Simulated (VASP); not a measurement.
# ZnS (F-43m) in VASP: a series of runs, part 3 of 3

VASP 6.6.1. The steps go on from the part before.

## (4) Single point, PBE

This run uses another cell than the first one, of 19.73 Å³/atom, 1.024 times its volume.

The input, INCAR:

```
PREC = Accurate
ENCUT = 520
EDIFF = 1E-6
ISMEAR = 0
SIGMA = 0.017
LREAL = False
LASPH = True
NELM = 100
ALGO = Normal
ISIF = 2
LWAVE = False
LCHARG = True
GGA = PE
LELF = True
LVHAR = True
NBANDS = 16
```

The input, KPOINTS:

```
regular mesh
0
Gamma
  9 9 9
```

The input, POSCAR:

```
ZnS
1.0
    0.0000000000      2.7020000000      2.7020000000
    2.7020000000      0.0000000000      2.7020000000
    2.7020000000      2.7020000000      0.0000000000
Zn S
1 1
Direct
    0.7500000000      0.7500000000      0.7500000000
    0.0000000000      0.0000000000      0.0000000000
```

Potentials or basis: VASP PAW PBE potentials, release 64 (Zn, S).

Command:

```console
$ cat potpaw_PBE.64/Zn/POTCAR potpaw_PBE.64/S/POTCAR > POTCAR
$ mpirun -np 1 vasp_std > vasp.out
```

OUTCAR:

```text
PREC = Accurate
   ENCUT = 520
   EDIFF = 1E-6
   ISMEAR = 0
   LREAL = False
   LASPH = True
   NELM = 100
   ISIF = 2
   GGA = PE

 ion  position               nearest neighbor table
   1  0.750  0.750  0.750-   2 2.34   2 2.34   2 2.34   2 2.34
   2  0.000  0.000  0.000-   1 2.34   1 2.34   1 2.34   1 2.34

  LATTYP: Found a face centered cubic cell.
 ALAT       =     5.4040000000

  Lattice vectors:

 A1 = (   0.0000000000,   2.7020000000,   2.7020000000)
 A2 = (   2.7020000000,   0.0000000000,   2.7020000000)
 A3 = (   2.7020000000,   2.7020000000,   0.0000000000)

Analysis of symmetry for initial positions (statically):
=====================================================================
 Subroutine PRICEL returns:
 Original cell was already a primitive cell.

 Routine SETGRP: Setting up the symmetry group for a
 face centered cubic supercell.

 Subroutine GETGRP returns: Found 24 space group operations
 (whereof 24 operations were pure point group operations)
 out of a pool of 48 trial point group operations.

The static configuration has the point symmetry T_d .

Analysis of symmetry for dynamics (positions and initial velocities):
=====================================================================
 Subroutine PRICEL returns:
 Original cell was already a primitive cell.

 Routine SETGRP: Setting up the symmetry group for a
 face centered cubic supercell.

 Subroutine GETGRP returns: Found 24 space group operations
 (whereof 24 operations were pure point group operations)
 out of a pool of 48 trial point group operations.

The dynamic configuration has the point symmetry T_d .

 Subroutine INISYM returns: Found 24 space group operations
 (whereof 24 operations are pure point group operations),
 and found     1 'primitive' translations

----------------------------------------------------------------------------------------

                                     Primitive cell

  volume of cell :      39.4535

  direct lattice vectors                    reciprocal lattice vectors
     0.000000000  2.702000000  2.702000000    -0.185048113  0.185048113  0.185048113
     2.702000000  0.000000000  2.702000000     0.185048113 -0.185048113  0.185048113
     2.702000000  2.702000000  0.000000000     0.185048113  0.185048113 -0.185048113

  length of vectors
     3.821205046  3.821205046  3.821205046     0.320512733  0.320512733  0.320512733

  position of ions in fractional coordinates (direct lattice)
     0.750000000  0.750000000  0.750000000
     0.000000000  0.000000000  0.000000000

  ion indices of the primitive-cell ions
   primitive index   ion index
                 1           1
                 2           2

----------------------------------------------------------------------------------------

 KPOINTS: regular mesh

Automatic generation of k-mesh.
 Grid dimensions read from file:
 generate k-points for:    9    9    9

 Generating k-lattice:

  Cartesian coordinates                     Fractional coordinates (reciprocal lattice)
    -0.020560901  0.020560901  0.020560901     0.111111111  0.000000000  0.000000000
     0.020560901 -0.020560901  0.020560901     0.000000000  0.111111111  0.000000000
     0.020560901  0.020560901 -0.020560901     0.000000000  0.000000000  0.111111111

  Length of vectors
     0.035612526  0.035612526  0.035612526

  Shift w.r.t. Gamma in fractional coordinates (k-lattice)
     0.000000000  0.000000000  0.000000000

 Subroutine IBZKPT returns following result:
 ===========================================

 Found     35 irreducible k-points:

 Following reciprocal coordinates:
            Coordinates               Weight
  0.000000  0.000000  0.000000      1.000000
  0.111111  0.000000  0.000000      8.000000
  0.222222  0.000000  0.000000      8.000000
  0.333333  0.000000  0.000000      8.000000
  0.444444  0.000000  0.000000      8.000000
  0.111111  0.111111  0.000000      6.000000
[... 16 lines left out ...]
 -0.333333  0.333333  0.000000     12.000000
  0.444444  0.444444  0.000000      6.000000
 [... further k-points ...]
   k-points           NKPTS =     35   k-points in BZ     NKDIM =     35   number of bands    NBANDS=     16
   number of dos      NEDOS =    301   number of ions     NIONS =      2
   total plane-waves  NPLWV =  21952
   dimension x,y,z NGX =    28 NGY =   28 NGZ =   28
   dimension x,y,z NGXF=    56 NGYF=   56 NGZF=   56
   ions per type =               1   1
   NGX,Y,Z   is equivalent  to a cutoff of  12.18, 12.18, 12.18 a.u.
   NGXF,Y,Z  is equivalent  to a cutoff of  24.36, 24.36, 24.36 a.u.
 SYSTEM =  unknown system
   PREC   = accura    normal or accurate (medium, high low for compatibility)
   ISTART =      0    job   : 0-new  1-cont  2-samecut
   ICHARG =      2    charge: 1-file 2-atom 10-const
   ISPIN  =      1    spin polarized calculation?
   LNONCOLLINEAR =      F non collinear calculations
   LSORBIT =      F    spin-orbit coupling
   LASPH  =      T    aspherical Exc in radial PAW
   ENCUT  =  520.0 eV  38.22 Ry    6.18 a.u.   7.10  7.10  7.10*2*pi/ulx,y,z
   NELM   =    100;   NELMIN=  2; NELMDL= -5     # of ELM steps
   EDIFF  = 0.1E-05   stopping-criterion for ELM
   LREAL  =      F    real-space projection
   EDIFFG = 0.1E-04   stopping-criterion for IOM
   NSW    =      0    number of steps for IOM
   IBRION =     -1    ionic relax: 0-MD 1-quasi-New 2-CG
   NFREE  =      0    steps in history (QN), initial steepest desc. (CG)
   ISIF   =      2    stress and relaxation
   ISYM   =      2    0-nonsym 1-usesym 2-fastsym
   POTIM  = 0.5000    time-step for ionic-motion
   TEBEG  =    0.0;   TEEND  =   0.0 temperature during run
   PSTRESS=    0.0 pullay stress
   NELECT =      18.0000    total number of electrons
   NUPDOWN=      -1.0000    fix difference up-down
   EMIN   =  10.00;   EMAX   =-10.00  energy-range for DOS
   EFERMI =   0.00;   METHOD = LEGACY
   ISMEAR =     0;   SIGMA  =   0.02  broadening in eV -4-tet -1-fermi 0-gaus
   EFERMI_NEDOS =   21; number of points for ismear=-14 and -15
   IALGO  =     38    algorithm
   IMIX   =      4    mixing-type and parameters
     AMIX     =   0.40;   BMIX     =  1.00
     AMIX_MAG =   1.60;   BMIX_MAG =  1.00
  volume/ion in A,a.u.               =      19.73       133.12
  Fermi-wavevector in a.u.,A,eV,Ry     =   1.260290  2.381602 21.610537  1.588330
  Thomas-Fermi vector in A             =   2.393807
   LORBIT       =      0    0 simple, 1 ext, 2 COOP (PROOUT), +10 PAW based schemes
   GGA     = PE    functional components
   LHFCALC =     F    Hartree Fock is set to
   AEXX    =    0.0000 exact exchange contribution
   IVDW    =     0    specifies the selected vdW correction
   LEPSILON=     F    determine dielectric tensor
   LRPA    =     F    only Hartree local field effects (RPA)
 non-spin polarized calculation
 Gauss-broadening in eV      SIGMA  =   0.02
  energy-cutoff  :      520.00
  volume of cell :       39.45
 maximum number of plane-waves:      1073
   NGX = 15   NGY = 15   NGZ = 15

 number of electron      18.0000000 magnetization

 Free energy of the ion-electron system (eV)
  ---------------------------------------------------
  ext. energy  EPLUGINS =         0.00000000
  ---------------------------------------------------
  free energy    TOTEN  =        -6.84725757 eV

  energy without entropy =       -6.84725757  energy(sigma->0) =       -6.84725757

 E-fermi :   2.2299     XC(G=0):  -9.6303

 val. band max:        2.1067177803   @ k =   0.0000   0.0000   0.0000
 cond. band min:       4.2208762989   @ k =   0.0000   0.0000   0.0000
 fundamental gap:      2.1141585186
 Fermi energy:         2.2299433011

 k-point     1 :       0.0000    0.0000    0.0000
  band No.  band energies     occupation
      1     -11.0335      2.00000
      2      -4.2323      2.00000
      3      -4.2323      2.00000
      4      -4.2323      2.00000
      5      -3.7341      2.00000
      6      -3.7341      2.00000
[... 8 lines left out ...]
     15      13.8697      0.00000
     16      13.9774      0.00000

 k-point     2 :       0.1111    0.0000    0.0000
  band No.  band energies     occupation
      1     -10.9407      2.00000
      2      -4.2319      2.00000
      3      -4.2154      2.00000
      4      -4.2154      2.00000
      5      -3.7355      2.00000
      6      -3.7355      2.00000
[... 8 lines left out ...]
     15      13.3594      0.00000
     16      14.6638      0.00000
[... 387 lines left out ...]
      5      -3.7190      2.00000
      6      -3.4551      2.00000
[... 8 lines left out ...]
     15      13.8023      0.00000
     16      18.6255      0.00000

 k-point    24 :       0.4444    0.4444    0.0000
  band No.  band energies     occupation
      1      -9.8395      2.00000
      2      -4.2619      2.00000
      3      -3.9033      2.00000
      4      -3.9033      2.00000
      5      -3.6609      2.00000
      6      -3.5772      2.00000
[... 8 lines left out ...]
     15      15.7285      0.00000
     16      17.1418      0.00000

 [... further k-points ...]
[... 5 lines left out ...]
  --------------------------------------------------------------------------------------
  -------------------------------------------------------------------------------------
  Total        0.4332156      0.4332156      0.4332156      0.0000000      0.0000000     -0.0000000
  in kB       17.5925431     17.5925431     17.5925431      0.0000000      0.0000000     -0.0000000
  external PRESSURE =      17.5925431 kB  Pullay stress =       0.0000000 kB

 VOLUME and BASIS-vectors are now :
 -----------------------------------------------------------------------------
  energy-cutoff  :      520.00
  volume of cell :       39.45
      direct lattice vectors                 reciprocal lattice vectors
     0.000000000  2.702000000  2.702000000    -0.185048113  0.185048113  0.185048113
     2.702000000  0.000000000  2.702000000     0.185048113 -0.185048113  0.185048113
     2.702000000  2.702000000  0.000000000     0.185048113  0.185048113 -0.185048113

 POSITION                                       TOTAL-FORCE (eV/Angst)
 -----------------------------------------------------------------------------------
      4.05300      4.05300      4.05300         0.000000      0.000000      0.000000
      0.00000      0.00000      0.00000        -0.000000     -0.000000     -0.000000
 -----------------------------------------------------------------------------------
    total drift:                                0.000001      0.000001      0.000001

  FREE ENERGIE OF THE ION-ELECTRON SYSTEM (eV)
  ---------------------------------------------------
  free  energy   TOTEN  =        -6.8472575740 eV

  energy  without entropy=       -6.8472575740  energy(sigma->0) =       -6.84725757
```

OSZICAR:

```text
N       E                     dE             d eps       ncg     rms          rms(c)
DAV:   1     0.826250058982E+02    0.82625E+02   -0.85437E+03  1120   0.132E+03
DAV:   2    -0.208092788840E+01   -0.84706E+02   -0.78978E+02  1296   0.260E+02
DAV:   3    -0.722457432658E+01   -0.51436E+01   -0.51217E+01  1400   0.597E+01
DAV:   4    -0.727398642089E+01   -0.49412E-01   -0.49402E-01  1392   0.619E+00
DAV:   5    -0.727450629170E+01   -0.51987E-03   -0.51986E-03  1432   0.598E-01    0.686E+00
DAV:   6    -0.686772598939E+01    0.40678E+00   -0.73469E-01  1672   0.300E+01    0.537E+00
DAV:   7    -0.684757181993E+01    0.20154E-01   -0.25179E-01  1352   0.451E+00    0.273E+00
DAV:   8    -0.684684950676E+01    0.72231E-03   -0.50933E-03  1464   0.858E-01    0.719E-01
DAV:   9    -0.684709556386E+01   -0.24606E-03   -0.12499E-03  1376   0.282E-01    0.974E-02
DAV:  10    -0.684726616934E+01   -0.17061E-03   -0.23321E-04  1400   0.130E-01    0.502E-02
DAV:  11    -0.684725708167E+01    0.90877E-05   -0.32993E-05  1296   0.717E-02    0.774E-03
DAV:  12    -0.684725757400E+01   -0.49233E-06   -0.38601E-06  1464   0.198E-02
   1 F= -.68472576E+01 E0= -.68472576E+01  d E =-.599362E-27
```

Wall time 17 s (1 thread of Intel Xeon Platinum 8488C (Sapphire Rapids), shared host); peak memory 0.16 GiB.

What came out:

```
Free energy            : -6.8473 eV
Pressure               : 1.8 GPa
Band gap on the k mesh : 2.11 eV, direct
```

## (5) Single point, PBE

This run uses another cell than the first one, of 19.73 Å³/atom, 1.024 times its volume.

The input, INCAR:

```
SYSTEM = ZnS
PREC = Accurate ; ENCUT = 520
EDIFF = 1E-6 ; ISMEAR = 0
SIGMA = 0.027000000000000003 ; LREAL = .False.
LASPH = .True. ; NELM = 80
ALGO = Normal ; ISIF = 2
LWAVE = .False. ; LCHARG = .True.
GGA = PE ; LELF = .True.
LVHAR = .True. ; NBANDS = 16
```

The input, KPOINTS:

```
regular mesh
0
Gamma
  9 9 9
  0 0 0
```

POSCAR is that of step 4.

Command:

```console
$ cat potpaw_PBE.64/Zn/POTCAR potpaw_PBE.64/S/POTCAR > POTCAR
$ mpirun -np 1 vasp_std > vasp.out
```

Wall time 17 s (1 thread of Intel Xeon Platinum 8488C (Sapphire Rapids), shared host); peak memory 0.16 GiB.

It converged, with:

```
Free energy            : -6.8473 eV
Pressure               : 1.8 GPa
Band gap on the k mesh : 2.11 eV, direct
```

Levels at points of the mesh, in eV from the valence-band top:
| k point | band 6 | band 7 | band 8 | band 9 | band 10 | band 11 | band 12 | band 13 |
| --- | --- | --- | --- | --- | --- | --- | --- | --- |
| (0.00, 0.00, 0.00) | -5.84 | 0.00 | 0.00 | 0.00 | 2.11 | 6.40 | 6.40 | 6.40 |

## (6) Single point, PBE

This run uses another cell than the first one, of 19.73 Å³/atom, 1.024 times its volume.

The input, INCAR:

```
SYSTEM = ZnS
  ALGO = Normal
  EDIFF = 1E-7
  ENCUT = 520
  GGA = PE
  ISIF = 2
  ISMEAR = 0
  LASPH = .True.
  LCHARG = .True.
  LELF = .True.
  LREAL = .False.
  LVHAR = .True.
  LWAVE = .False.
  NBANDS = 16
  NELM = 80
  PREC = Accurate
  SIGMA = 0.018000000000000002
```

The input, KPOINTS:

```
k-points
0
Gamma
  9 9 9
  0 0 0
```

POSCAR is that of step 5.

Potentials or basis: VASP PAW PBE potentials, release 64 (Zn, S).

Command:

```console
$ cat potpaw_PBE.64/Zn/POTCAR potpaw_PBE.64/S/POTCAR > POTCAR
$ mpirun -np 1 vasp_std > vasp.out
```

Run time: 18 s. Hardware: 1 thread of Intel Xeon Platinum 8488C (Sapphire Rapids), shared host; peak memory 0.16 GiB.

It converged, with:

| Quantity | Value |
| --- | --- |
| Free energy | -6.8473 eV |
| Pressure | 1.8 GPa |
| Band gap on the k mesh | 2.11 eV, direct |

Levels at points of the mesh, in eV from the valence-band top:
| k point | band 7 | band 8 | band 9 | band 10 | band 11 | band 12 |
| --- | --- | --- | --- | --- | --- | --- |
| (0.00, 0.00, 0.00) | 0.00 | 0.00 | 0.00 | 2.11 | 6.40 | 6.40 |

## (7) The runs side by side

| level | cell | smearing | gap on the mesh (eV) | pressure (GPa) |
| --- | --- | --- | --- | --- |
| RPBE+D4 | a = 3.791 Å, angles 60.0°, 2 atoms | fermi-dirac 0.05 eV | 2.39 | 0.2 |
| revPBE+D4 | a = 3.787 Å, angles 60.0°, 2 atoms | fermi-dirac 0.05 eV | 2.35 | 0.2 |
| PBE | a = 3.821 Å, angles 60.0°, 2 atoms | gaussian 0.017 eV | 2.11 | 1.8 |
| PBE | a = 3.821 Å, angles 60.0°, 2 atoms | gaussian 0.027 eV | 2.11 | 1.8 |
| PBE | a = 3.821 Å, angles 60.0°, 2 atoms | gaussian 0.018 eV | 2.11 | 1.8 |

Alike in all rows: task single point; potentials or basis VASP PAW PBE potentials, release 64 (Zn, S); no spin polarisation; k mesh 9 × 9 × 9; cutoff (eV) 520.

Caveats: the PAW data sets were made with another functional, which shifts forces and pressure a little (some runs).

Absolute energies hang on the potentials; compare differences alone.

## (8) Against experiment

Step 2. Against the measured gap of ZnS, 3.85 eV (direct; 19 K; quoted in “Electronic, vibrational, and thermodynamic properties of ZnS (zincblende and rocksalt structure)”, 2009, arxiv:0911.5022), the calculated 2.39 eV is off by -1.46 eV. The value is that of RPBE+D4, without temperature or zero-point motion. Semilocal functionals fall short of measured gaps as a rule.

Step 3. Measured gap of ZnS: 3.85 eV (direct; 19 K; quoted in “Electronic, vibrational, and thermodynamic properties of ZnS (zincblende and rocksalt structure)”, 2009, arxiv:0911.5022). This calculation gives 2.35 eV (-1.50 eV). The value is that of revPBE+D4, without temperature or zero-point motion. Semilocal functionals fall short of measured gaps as a rule.

Step 4. A measured gap of ZnS is 3.85 eV (direct; 19 K; quoted in “Electronic, vibrational, and thermodynamic properties of ZnS (zincblende and rocksalt structure)”, 2009, arxiv:0911.5022); the calculated 2.11 eV misses it by -1.74 eV. The value is that of PBE, without temperature or zero-point motion. Semilocal functionals fall short of measured gaps as a rule.

Step 5. A measured gap of ZnS is 3.85 eV (direct; 19 K; quoted in “Electronic, vibrational, and thermodynamic properties of ZnS (zincblende and rocksalt structure)”, 2009, arxiv:0911.5022); the calculated 2.11 eV misses it by -1.74 eV. The value is that of PBE, without temperature or zero-point motion. Semilocal functionals fall short of measured gaps as a rule.

Step 6. Measured gap of ZnS: 3.85 eV (direct; 19 K; quoted in “Electronic, vibrational, and thermodynamic properties of ZnS (zincblende and rocksalt structure)”, 2009, arxiv:0911.5022). This calculation gives 2.11 eV (-1.74 eV). The value is that of PBE, without temperature or zero-point motion. Semilocal functionals fall short of measured gaps as a rule.
